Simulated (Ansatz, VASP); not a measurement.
# One calculation of PtSe, two programs

File INCAR:

```
SYSTEM = PtSe
PREC = Accurate
ENCUT = 520
EDIFF = 1E-8
ISMEAR = -1
SIGMA = 0.03
LREAL = .FALSE.
LASPH = .TRUE.
NELM = 100
ALGO = Normal
ISIF = 2
LWAVE = .FALSE.
LCHARG = .FALSE.
GGA = PE
LEFG = .TRUE.
NBANDS = 24
```

File KPOINTS:

```
Automatic mesh
0
G
  10 10 6
  0 0 0
```

Contents of POSCAR:

```
PtSe
1.0
    3.8499446572      0.0000000000      0.0000000000
   -1.9249723286      3.3341498763      0.0000000000
    0.0000000000      0.0000000000      7.0964647173
Pt Se
2 2
Direct
    0.3333333333      0.6666666667      0.0126290861
    0.6666666667      0.3333333333      0.5126290861
    0.3333333333      0.6666666667      0.3633709139
    0.6666666667      0.3333333333      0.8633709139
```

Input for Ansatz:

```yaml
crystal:
  lattice:
    - [3.8499446572, 0.0, 0.0]
    - [-1.9249723286, 3.3341498763, 0.0]
    - [0.0, 0.0, 7.0964647173]
  atoms:
    - { symbol: Pt, position: [0.3333333333, 0.6666666667, 0.0126290861] }
    - { symbol: Pt, position: [0.6666666667, 0.3333333333, 0.5126290861] }
    - { symbol: Se, position: [0.3333333333, 0.6666666667, 0.3633709139] }
    - { symbol: Se, position: [0.6666666667, 0.3333333333, 0.8633709139] }
kpoints:
  mp_grid: { grid: [10, 10, 6] }
  band_path:
    path:
      - [0.0, 0.0, 0.0]
      - [0.5, 0.0, 0.0]
      - [0.3333333333, 0.3333333333, 0.0]
      - [0.0, 0.0, 0.0]
      - [0.0, 0.0, 0.5]
      - [0.5, 0.0, 0.5]
      - [0.3333333333, 0.3333333333, 0.5]
      - [0.0, 0.0, 0.5]
      - [0.5, 0.0, 0.5]
    npoints: 8
scf:
  occupations: { method: fermi_dirac, width: 0.03 }
hamiltonian:
  xc: pbe
  pseudopotentials: { kind: all_electron, datasets: crystal }
output:
  forces: true
  stress: true
  eigenvalues: true
  efg: { contact_densities: true }
```

Alike in both runs: task electric field gradients; functional PBE; k mesh 10 × 10 × 6; occupations fermi-dirac, width 0.03 eV; no spin polarisation.

|  | VASP | Ansatz |
| --- | --- | --- |
| version | VASP 6.6.1 | Ansatz 0.2.0 |
| potentials or method | VASP PAW PBE potentials, release 64 (Pt, Se), cutoff 520 eV | all-electron PAW with datasets made for the crystal, scalar-relativistic |

VASP gave:

| Item | Value |
| --- | --- |
| pressure (GPa) | 0.0 |
| rms of the force components (eV/Å) | 0.003 |
| size of Vzz on the site where it differs most (V/Å²) | 135.3 |

Task: Estimate Ansatz's values.

Result: Pressure (GPa): 0.0; rms of the force components (eV/Å): 0.001; size of Vzz on the site where it differs most (V/Å²): 123.1.

Atom by atom the forces differ by 0.002 eV/Å (rms over components). Ansatz ran all-electron here, and VASP with PAW potentials.

Neither program's run includes spin-orbit coupling.
